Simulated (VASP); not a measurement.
Input of a VASP 6.6.1 run:

INCAR

```
PREC = Accurate
ENCUT = 520
EDIFF = 1E-7
ISMEAR = 0
SIGMA = 0.1
LREAL = F
LASPH = T
NELM = 60
ALGO = Fast
ISIF = 2
LWAVE = F
LCHARG = T
GGA = PE
LELF = T
LVHAR = T
NBANDS = 44
```

The input KPOINTS:

```
Automatic mesh
0
Gamma
  6 6 8
```

File POSCAR:

```
CaOs3
1.0
    5.7561538034      0.0000000000      0.0000000000
   -2.8780769017      4.9849754218      0.0000000000
    0.0000000000      0.0000000000      4.5794202450
Ca Os
2 6
Direct
    0.3333333333      0.6666666667      0.2500000000
    0.6666666667      0.3333333333      0.7500000000
    0.8401042125      0.6802084250      0.2500000000
    0.1598957875      0.8401042125      0.7500000000
    0.3197915750      0.1598957875      0.2500000000
    0.1598957875      0.3197915750      0.7500000000
    0.8401042125      0.1598957875      0.2500000000
    0.6802084250      0.8401042125      0.7500000000
```

Potentials or basis: VASP PAW PBE potentials, release 64 (Ca_sv, Os).

Run with:

```sh
$ cat potpaw_PBE.64/Ca_sv/POTCAR potpaw_PBE.64/Os/POTCAR > POTCAR
$ mpirun -np 1 vasp_std > vasp.out
```

(1) What does it give for the band gap on the k mesh?

(2) What does it give for the pressure?

(3) Estimate the largest force.

Results:

(1) zero (bands 34 and 35 overlap by 0.86 eV).

(2) 0.2 GPa.

(3) 0.009 eV/Å.

Caveat: spin-orbit coupling is left out, which moves the levels of the heavy elements.
